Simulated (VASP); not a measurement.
# AgIr2 (P6/mmm) in VASP: notebook

Runs on AgIr2. Level: PBE. Tasks: relaxation of cell and atoms, single point.

Everything below comes from runs of VASP 6.6.1. Logs are shortened: lines on timing, memory, paths and dates and some standing lists are left out, and cuts for length are marked.

## Step 1: The cell of the first run

It takes space group P6/mmm (No. 191, hexagonal). The conventional cell has a = 4.506 Å, b = 4.506 Å, c = 2.676 Å, α = 90.00°, β = 90.00°, γ = 120.00°. Within 3.5 Å of Ag (site symmetry 6/mmm) lie 2 Ag at 2.68 Å and 12 Ir at 2.93 Å. Ir (site symmetry -6m2) has 5 Ir at 2.60 to 2.68 Å and 6 Ag at 2.93 Å within 3.4 Å.

## Step 2: Relaxation of cell and atoms, PBE

File INCAR:

```
SYSTEM = AgIr2
ALGO = Normal
EDIFF = 1E-6
EDIFFG = -0.04
ENCUT = 600
GGA = PE
IBRION = 2
ISIF = 3
ISMEAR = 0
LASPH = .TRUE.
LCHARG = .FALSE.
LREAL = .FALSE.
LWAVE = .FALSE.
NELM = 60
NSW = 90
PREC = Accurate
SIGMA = 0.1
```

File KPOINTS:

```
k-points
0
G
  6 6 6
  0 0 0
```

File POSCAR:

```
AgIr2
1.0
    4.5059570773      0.0000000000      0.0000000000
   -2.2529785386      3.9022732973      0.0000000000
    0.0000000000      0.0000000000      2.6762232830
Ag Ir
1 2
Direct
    0.0000000000      0.0000000000      0.0000000000
    0.3333333333      0.6666666667      0.5000000000
    0.6666666667      0.3333333333      0.5000000000
```

Potentials or basis: VASP PAW PBE potentials, release 64 (Ag, Ir).

On the command line:

```sh
$ cat potpaw_PBE.64/Ag/POTCAR potpaw_PBE.64/Ir/POTCAR > POTCAR
$ mpirun -np 1 vasp_std > vasp.out
```

OUTCAR:

```text
SYSTEM = AgIr2
   EDIFF = 1E-6
   EDIFFG = -0.04
   ENCUT = 600
   GGA = PE
   IBRION = 2
   ISIF = 3
   ISMEAR = 0
   LASPH = .TRUE.
   LREAL = .FALSE.
   NELM = 60
   NSW = 90
   PREC = Accurate

 ion  position               nearest neighbor table
   1  0.000  0.000  0.000-   2 2.93   3 2.93   2 2.93   3 2.93   2 2.93   2 2.93   3 2.93   3 2.93
                             3 2.93   3 2.93   2 2.93   2 2.93
   2  0.333  0.667  0.500-   3 2.60   3 2.60   3 2.60   1 2.93   1 2.93   1 2.93   1 2.93   1 2.93
                             1 2.93
   3  0.667  0.333  0.500-   2 2.60   2 2.60   2 2.60   1 2.93   1 2.93   1 2.93   1 2.93   1 2.93
                             1 2.93

  LATTYP: Found a hexagonal cell.
 ALAT       =     4.5059570773
 C/A-ratio  =     0.5939300435

  Lattice vectors:

 A1 = (   4.5059570773,   0.0000000000,   0.0000000000)
 A2 = (  -2.2529785386,   3.9022732973,   0.0000000000)
 A3 = (   0.0000000000,   0.0000000000,   2.6762232830)

Analysis of symmetry for initial positions (statically):
=====================================================================
 Subroutine PRICEL returns:
 Original cell was already a primitive cell.

 Routine SETGRP: Setting up the symmetry group for a
 hexagonal supercell.

 Subroutine GETGRP returns: Found 24 space group operations
 (whereof 24 operations were pure point group operations)
 out of a pool of 24 trial point group operations.

The static configuration has the point symmetry D_6h.

Analysis of symmetry for dynamics (positions and initial velocities):
=====================================================================
 Subroutine PRICEL returns:
 Original cell was already a primitive cell.

 Routine SETGRP: Setting up the symmetry group for a
 hexagonal supercell.

 Subroutine GETGRP returns: Found 24 space group operations
 (whereof 24 operations were pure point group operations)
 out of a pool of 24 trial point group operations.

The dynamic configuration has the point symmetry D_6h.

 Subroutine INISYM returns: Found 24 space group operations
 (whereof 24 operations are pure point group operations),
 and found     1 'primitive' translations

----------------------------------------------------------------------------------------

                                     Primitive cell

  volume of cell :      47.0573

  direct lattice vectors                    reciprocal lattice vectors
     4.505957077  0.000000000  0.000000000     0.221928434  0.128130441  0.000000000
    -2.252978539  3.902273297  0.000000000     0.000000000  0.256260883  0.000000000
     0.000000000  0.000000000  2.676223283     0.000000000  0.000000000  0.373660900

  length of vectors
     4.505957077  4.505957077  2.676223283     0.256260883  0.256260883  0.373660900

  position of ions in fractional coordinates (direct lattice)
     0.000000000  0.000000000  0.000000000
     0.333333333  0.666666667  0.500000000
     0.666666667  0.333333333  0.500000000

  ion indices of the primitive-cell ions
   primitive index   ion index
                 1           1
                 2           2
                 3           3

----------------------------------------------------------------------------------------

 KPOINTS: k-points

Automatic generation of k-mesh.
 Grid dimensions read from file:
 generate k-points for:    6    6    6

 Generating k-lattice:

  Cartesian coordinates                     Fractional coordinates (reciprocal lattice)
     0.036988072  0.021355074  0.000000000     0.166666667 -0.000000000  0.000000000
     0.000000000  0.042710147  0.000000000     0.000000000  0.166666667  0.000000000
     0.000000000  0.000000000  0.062276817     0.000000000  0.000000000  0.166666667

  Length of vectors
     0.042710147  0.042710147  0.062276817

  Shift w.r.t. Gamma in fractional coordinates (k-lattice)
     0.000000000  0.000000000  0.000000000

 Subroutine IBZKPT returns following result:
 ===========================================

 Found     28 irreducible k-points:

 Following reciprocal coordinates:
            Coordinates               Weight
  0.000000  0.000000  0.000000      1.000000
  0.166667  0.000000  0.000000      6.000000
  0.333333  0.000000  0.000000      6.000000
  0.500000  0.000000  0.000000      3.000000
  0.166667  0.166667  0.000000      6.000000
  0.333333  0.166667  0.000000     12.000000
[... 16 lines left out ...]
  0.166667  0.000000  0.500000      6.000000
  0.333333  0.000000  0.500000      6.000000
 [... further k-points ...]
   k-points           NKPTS =     28   k-points in BZ     NKDIM =     28   number of bands    NBANDS=     18
   number of dos      NEDOS =    301   number of ions     NIONS =      3
   total plane-waves  NPLWV =  31104
   dimension x,y,z NGX =    36 NGY =   36 NGZ =   24
   dimension x,y,z NGXF=    72 NGYF=   72 NGZF=   48
   ions per type =               1   2
   NGX,Y,Z   is equivalent  to a cutoff of  13.28, 13.28, 14.91 a.u.
   NGXF,Y,Z  is equivalent  to a cutoff of  26.56, 26.56, 29.82 a.u.
 SYSTEM =  AgIr2
   PREC   = accura    normal or accurate (medium, high low for compatibility)
   ISTART =      0    job   : 0-new  1-cont  2-samecut
   ICHARG =      2    charge: 1-file 2-atom 10-const
   ISPIN  =      1    spin polarized calculation?
   LNONCOLLINEAR =      F non collinear calculations
   LSORBIT =      F    spin-orbit coupling
   LASPH  =      T    aspherical Exc in radial PAW
   ENCUT  =  600.0 eV  44.10 Ry    6.64 a.u.   9.00  9.00  5.35*2*pi/ulx,y,z
   NELM   =     60;   NELMIN=  2; NELMDL= -5     # of ELM steps
   EDIFF  = 0.1E-05   stopping-criterion for ELM
   LREAL  =      F    real-space projection
   EDIFFG = -.4E-01   stopping-criterion for IOM
   NSW    =     90    number of steps for IOM
   IBRION =      2    ionic relax: 0-MD 1-quasi-New 2-CG
   NFREE  =      1    steps in history (QN), initial steepest desc. (CG)
   ISIF   =      3    stress and relaxation
   ISYM   =      2    0-nonsym 1-usesym 2-fastsym
   POTIM  = 0.5000    time-step for ionic-motion
   TEBEG  =    0.0;   TEEND  =   0.0 temperature during run
   PSTRESS=    0.0 pullay stress
   NELECT =      29.0000    total number of electrons
   NUPDOWN=      -1.0000    fix difference up-down
   EMIN   =  10.00;   EMAX   =-10.00  energy-range for DOS
   EFERMI =   0.00;   METHOD = LEGACY
   ISMEAR =     0;   SIGMA  =   0.10  broadening in eV -4-tet -1-fermi 0-gaus
   EFERMI_NEDOS =   21; number of points for ismear=-14 and -15
   IALGO  =     38    algorithm
   IMIX   =      4    mixing-type and parameters
     AMIX     =   0.40;   BMIX     =  1.00
     AMIX_MAG =   1.60;   BMIX_MAG =  1.00
  volume/ion in A,a.u.               =      15.69       105.85
  Fermi-wavevector in a.u.,A,eV,Ry     =   1.393152  2.632675 26.407170  1.940872
  Thomas-Fermi vector in A             =   2.516826
   LORBIT       =      0    0 simple, 1 ext, 2 COOP (PROOUT), +10 PAW based schemes
   GGA     = PE    functional components
   LHFCALC =     F    Hartree Fock is set to
   AEXX    =    0.0000 exact exchange contribution
   IVDW    =     0    specifies the selected vdW correction
   LEPSILON=     F    determine dielectric tensor
   LRPA    =     F    only Hartree local field effects (RPA)
 conjugate gradient relaxation of ions
 non-spin polarized calculation
 Gauss-broadening in eV      SIGMA  =   0.10
  energy-cutoff  :      600.00
  volume of cell :       47.06
 maximum number of plane-waves:      1593
 NGX is ok and might be reduce to    36
   NGX = 17   NGY = 17   NGZ = 11

--------------------------------------- Ionic step        1  -------------------------------------------

 number of electron      28.9999997 magnetization

 Free energy of the ion-electron system (eV)
  ---------------------------------------------------
  ext. energy  EPLUGINS =         0.00000000
  ---------------------------------------------------
  free energy    TOTEN  =       -18.90129405 eV

  energy without entropy =      -18.87368765  energy(sigma->0) =      -18.88749085

------------------------ aborting loop because EDIFF is reached ----------------------------------------

  FORCE on cell =-STRESS in cart. coord.  units (eV):
  Direction    XX          YY          ZZ          XY          YZ          ZX
  --------------------------------------------------------------------------------------
  -------------------------------------------------------------------------------------
  Total       -0.3836909     -0.3836909      2.6076472     -0.0000000     -0.0000000      0.0000000
  in kB      -13.0636650    -13.0636650     88.7835156     -0.0000000     -0.0000000      0.0000000
  external PRESSURE =      20.8853952 kB  Pullay stress =       0.0000000 kB
[... 133 lines left out ...]
  energy  without entropy=      -18.9086361036  energy(sigma->0) =      -18.92172531

--------------------------------------- Ionic step        5  -------------------------------------------

 number of electron      28.9999999 magnetization

 Free energy of the ion-electron system (eV)
  ---------------------------------------------------
  ext. energy  EPLUGINS =         0.00000000
  ---------------------------------------------------
  free energy    TOTEN  =       -18.95002650 eV

  energy without entropy =      -18.92237898  energy(sigma->0) =      -18.93620274

 E-fermi :   8.5873     XC(G=0): -13.0632

 val. band max:        8.5857104045   @ k =   0.5000   0.0000   0.0000
 cond. band min:       8.5917556442   @ k =   0.5000   0.0000   0.5000
 fundamental gap:      0.0060452397
 Fermi energy:         8.5872930694

 k-point     1 :       0.0000    0.0000    0.0000
  band No.  band energies     occupation
      1      -0.5700      2.00000
      2       2.3287      2.00000
      3       3.7705      2.00000
      4       3.7705      2.00000
      5       4.4615      2.00000
      6       4.7317      2.00000
[... 10 lines left out ...]
     17      14.2766      0.00000
     18      15.0921      0.00000
[... 466 lines left out ...]
      2       2.7977      2.00000
      3       2.8687      2.00000
      4       3.0451      2.00000
      5       3.8753      2.00000
      6       4.4053      2.00000
[... 10 lines left out ...]
     17      11.8578      0.00000
     18      14.3634      0.00000

 [... further k-points ...]

------------------------ aborting loop because EDIFF is reached ----------------------------------------

  FORCE on cell =-STRESS in cart. coord.  units (eV):
  Direction    XX          YY          ZZ          XY          YZ          ZX
  --------------------------------------------------------------------------------------
  -------------------------------------------------------------------------------------
  Total       -0.0004319     -0.0004319      0.0329343     -0.0000000      0.0000000      0.0000000
  in kB       -0.0145300     -0.0145300      1.1080503     -0.0000000      0.0000000      0.0000000
  external PRESSURE =       0.3596635 kB  Pullay stress =       0.0000000 kB
[... 18 lines left out ...]
  FREE ENERGIE OF THE ION-ELECTRON SYSTEM (eV)
  ---------------------------------------------------
  free  energy   TOTEN  =       -18.9500265016 eV

  energy  without entropy=      -18.9223789812  energy(sigma->0) =      -18.93620274

 reached required accuracy - stopping structural energy minimisation
```

Run time: 2.4 min. Hardware: 1 thread of AMD EPYC 7R43 (Zen 3), shared host; peak memory 0.19 GiB.

Results:

| Item | Value |
| --- | --- |
| Free energy | -18.9500 eV |
| Relaxed volume | 15.87 Å³/atom |
| Relaxed cell | a = 4.454 Å, b = 4.454 Å, c = 2.772 Å, α = 90.00°, β = 90.00°, γ = 120.00° |
| Space group after relaxing (to 0.1 Å) | P6/mmm (No. 191) |
| Energy gained by relaxing | 16.2 meV/atom |
| Ionic steps | 5 |
| Pressure after relaxing | 0.0 GPa |
| Band gap on the k mesh | zero (an odd number of electrons rules out a gap without spin polarisation) |

Stress tensor (GPa, compression positive):
```
0.00 0.00 0.00
0.00 0.00 0.00
0.00 0.00 0.11
```

Step by step:
```csv
step,energy change (eV),largest force (eV/Å),pressure (GPa),volume (Å³)
1,0.0000,0.0000,2.09,47.06
2,-0.0397,0.0000,-3.58,48.43
3,-0.0424,0.0000,-2.50,48.13
4,-0.0335,0.0000,4.32,46.85
5,-0.0487,0.0000,0.04,47.62
```

Final structure:
```
Ag Ir
1.0
     4.45422    0.00000    0.00000
    -2.22711    3.85747    0.00000
     0.00000    0.00000    2.77157
Ag Ir
1 2
Direct
  0.00000 0.00000 0.00000
  0.33333 0.66667 0.50000
  0.66667 0.33333 0.50000
```

Caveat: the k points lie up to 0.38 Å⁻¹ apart in the final cell, too coarse for converged energies and pressures of a metal; spin-orbit coupling is left out, which moves the levels of the heavy elements.

## Step 3: Single point, PBE

This run uses another cell than the first one, of 15.80 Å³/atom.

File INCAR:

```
SYSTEM = AgIr2
  PREC = Accurate
  ENCUT = 520
  EDIFF = 1E-6
  ISMEAR = 0
  SIGMA = 0.1
  LREAL = .FALSE.
  LASPH = .TRUE.
  NELM = 60
  ALGO = Fast
  ISIF = 2
  LWAVE = .FALSE.
  LCHARG = .FALSE.
  GGA = PE
  NBANDS = 22
```

File KPOINTS:

```
Automatic mesh
0
G
  12 12 16
  0 0 0
```

File POSCAR:

```
AgIr2
1.0
    4.4684458028      0.0000000000      0.0000000000
   -2.2342229014      3.8697875807      0.0000000000
    0.0000000000      0.0000000000      2.7413234518
Ag Ir
1 2
Direct
    0.0000000000      0.0000000000      0.0000000000
    0.3333333333      0.6666666667      0.5000000000
    0.6666666667      0.3333333333      0.5000000000
```

Potentials or basis: VASP PAW PBE potentials, release 64 (Ag, Ir).

On the command line:

```sh
$ cat potpaw_PBE.64/Ag/POTCAR potpaw_PBE.64/Ir/POTCAR > POTCAR
$ mpirun -np 1 vasp_std > vasp.out
```

Wall time 4 min (1 thread of AMD EPYC 7R43 (Zen 3), shared host); peak memory 0.26 GiB.

Results (log left out):

| Item | Value |
| --- | --- |
| Free energy | -19.0682 eV |
| Pressure | 0.0 GPa |
| Band gap on the k mesh | zero (an odd number of electrons rules out a gap without spin polarisation) |

Stress tensor (GPa, compression positive):
```
 0.08  0.00  0.00
 0.00  0.08  0.00
 0.00  0.00 -0.12
```

Levels at points of the mesh, in eV from the Fermi level:
```csv
k point,band 12,band 13,band 14,band 15,band 16,band 17,band 18,band 19
"(0.00, 0.00, 0.00)",-2.97,-1.37,-1.37,0.65,0.65,5.64,6.45,6.45
"(0.50, 0.00, 0.00)",-1.15,-1.08,0.07,0.16,0.38,0.66,0.70,6.64
"(0.00, 0.00, 0.50)",-2.19,-0.65,-0.65,-0.18,2.27,3.25,8.30,8.50
"(0.50, 0.00, 0.50)",-1.53,-0.67,0.00,1.51,2.36,3.39,5.38,5.63
```

Caveat: spin-orbit coupling is left out, which moves the levels of the heavy elements.

## Step 4: Relaxation of cell and atoms, PBE

This run uses another cell than the first one, of 15.88 Å³/atom.

File INCAR:

```
SYSTEM = AgIr2
ALGO = Fast ; EDIFF = 1E-6
EDIFFG = -0.01 ; ENCUT = 600
GGA = PE ; IBRION = 2
ISIF = 3 ; ISMEAR = 0
LASPH = .TRUE. ; LCHARG = .FALSE.
LREAL = .FALSE. ; LWAVE = .FALSE.
NELM = 80 ; NSW = 100
PREC = Accurate ; SIGMA = 0.1
```

File KPOINTS:

```
k-points
0
G
  12 12 16
  0 0 0
```

File POSCAR:

```
AgIr2
1.0
    4.4516560994      0.0000000000      0.0000000000
   -2.2258280497      3.8552472710      0.0000000000
    0.0000000000      0.0000000000      2.7755227373
Ag Ir
1 2
Direct
    0.0000000000      0.0000000000      0.0000000000
    0.3333333333      0.6666666667      0.5000000000
    0.6666666667      0.3333333333      0.5000000000
```

On the command line:

```sh
$ cat potpaw_PBE.64/Ag/POTCAR potpaw_PBE.64/Ir/POTCAR > POTCAR
$ mpirun -np 1 vasp_std > vasp.out
```

Wall time 13 min (1 thread of AMD EPYC 7R43 (Zen 3), shared host); peak memory 0.32 GiB.

It converged, with:

```
Free energy                           : -19.0685 eV
Relaxed volume                        : 15.80 Å³/atom
Relaxed cell                          : a = 4.470 Å, b = 4.470 Å, c = 2.740 Å, α = 90.00°, β = 90.00°, γ = 120.00°
Space group after relaxing (to 0.1 Å) : P6/mmm (No. 191)
Energy gained by relaxing             : 2.1 meV/atom
Ionic steps                           : 5
Pressure after relaxing               : 0.0 GPa
Band gap on the k mesh                : zero (an odd number of electrons rules out a gap without spin polarisation)
```

The path:
```
step  energy change (eV)  largest force (eV/Å)  pressure (GPa)  volume (Å³)
   1              0.0000                0.0000           -0.64        47.63
   2             -0.0055                0.0000            1.10        47.19
   3             -0.0057                0.0000            0.85        47.25
   4             -0.0045                0.0000           -1.40        47.69
   5             -0.0063                0.0000            0.02        47.41
```

Final structure:
```
CELL_PARAMETERS angstrom
4.46995 0.00000 0.00000
-2.23497 3.87109 0.00000
0.00000 0.00000 2.73989
ATOMIC_POSITIONS crystal
Ag 0.00000 0.00000 0.00000
Ir 0.33333 0.66667 0.50000
Ir 0.66667 0.33333 0.50000
```

Levels at points of the mesh, in eV from the Fermi level:
| k point | band 11 | band 12 | band 13 | band 14 | band 15 | band 16 | band 17 | band 18 |
| --- | --- | --- | --- | --- | --- | --- | --- | --- |
| (0.00, 0.00, 0.00) | -2.97 | -2.97 | -1.36 | -1.36 | 0.65 | 0.65 | 5.64 | 6.45 |
| (0.50, 0.00, 0.00) | -2.41 | -1.14 | -1.08 | 0.07 | 0.15 | 0.38 | 0.66 | 0.70 |
| (0.00, 0.00, 0.50) | -2.20 | -2.20 | -0.65 | -0.65 | -0.17 | 2.28 | 3.26 | 8.30 |
| (0.50, 0.00, 0.50) | -2.19 | -1.53 | -0.68 | 0.00 | 1.51 | 2.36 | 3.40 | 5.39 |

Caveat: spin-orbit coupling is left out, which moves the levels of the heavy elements.

## Step 5: Overview

```tsv
task	cell	k mesh	cutoff (eV)	gap on the mesh (eV)	pressure (GPa)	relaxed volume (Å³/atom)
relaxation of cell and atoms	relaxed from a = 4.506, b = 4.506, c = 2.676 Å, angles 90.0, 90.0, 120.0°, 3 atoms	6 × 6 × 6	600	none	0.0	15.87
single point	a = 4.468, b = 4.468, c = 2.741 Å, angles 90.0, 90.0, 120.0°, 3 atoms	12 × 12 × 16	520	none	0.0	-
relaxation of cell and atoms	relaxed from a = 4.452, b = 4.452, c = 2.776 Å, angles 90.0, 90.0, 120.0°, 3 atoms	12 × 12 × 16	600	none	0.0	15.80
```

Alike in all rows: level PBE; potentials or basis VASP PAW PBE potentials, release 64 (Ag, Ir); no spin polarisation; smearing gaussian 0.1 eV.

Caveats: some runs use coarse meshes; spin-orbit coupling is left out, which moves the levels of the heavy elements.

Absolute energies hang on the potentials; compare differences alone.
